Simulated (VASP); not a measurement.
Write the native input for VASP 6.6.1 that does the following.

| Property | Result |
| --- | --- |
| Task | single point |
| Functional | PBEsol |
| Potentials or basis | VASP PAW PBE potentials, release 64 (Hf_pv, Si) |
| Cutoff | 520 eV |
| k mesh | 10 × 10 × 10 |
| Occupations | fermi-dirac, width 0.5 eV |
| Spin | no spin polarisation |
| Dipole correction | no |
| Further INCAR settings | ALGO = Fast; EDIFF = 1e-06; NBANDS = 33 |

The structure of Hf2Si lies in POSCAR:

```
Hf2Si
1.0
   -3.2753522240      3.2753522240      2.5828233930
    3.2753522240     -3.2753522240      2.5828233930
    3.2753522240      3.2753522240     -2.5828233930
Hf Si
4 2
Direct
    0.8435136200      0.6564863800      0.5000000000
    0.3435136200      0.8435136200      0.1870272400
    0.1564863800      0.3435136200      0.5000000000
    0.6564863800      0.1564863800      0.8129727600
    0.7500000000      0.7500000000      0.0000000000
    0.2500000000      0.2500000000      0.0000000000
```

The input as run:

INCAR

```
ALGO     = Fast           # electronic algorithm
EDIFF    = 1E-6           # SCF threshold, eV
ENCUT    = 520            # plane-wave cutoff, eV
GGA      = PS             # functional
ISIF     = 2              # what is computed and relaxed
ISMEAR   = -1             # smearing method
LASPH    = T              # aspherical terms in the spheres
LCHARG   = F              # write CHGCAR
LREAL    = F              # projectors in reciprocal space
LWAVE    = F              # write WAVECAR
NBANDS   = 33             # bands
NELM     = 100            # most SCF steps
PREC     = Accurate       # precision mode
SIGMA    = 0.5            # smearing width, eV
```

KPOINTS

```
k-points
0
Gamma
  10 10 10
```

Potentials or basis: VASP PAW PBE potentials, release 64 (Hf_pv, Si).

Run with:

```sh
$ cat potpaw_PBE.64/Hf_pv/POTCAR potpaw_PBE.64/Si/POTCAR > POTCAR
$ mpirun -np 1 vasp_std > vasp.out
```

Results of the run:

| Quantity | Value |
| --- | --- |
| Pressure | -0.7 GPa |
| Largest force | 0.435 eV/Å |
| Band gap on the k mesh | zero (bands 24 and 25 overlap by 0.80 eV) |

Caveat: so wide a smearing shifts energies and pressures; the PAW data sets were made with another functional, which shifts forces and pressure a little; spin-orbit coupling is left out, which moves the levels of the heavy elements.

Wall time 13 min on 1 thread of AMD EPYC 7R43 64-Core Processor (Zen 3) (shared host), peak memory 0.41 GiB.
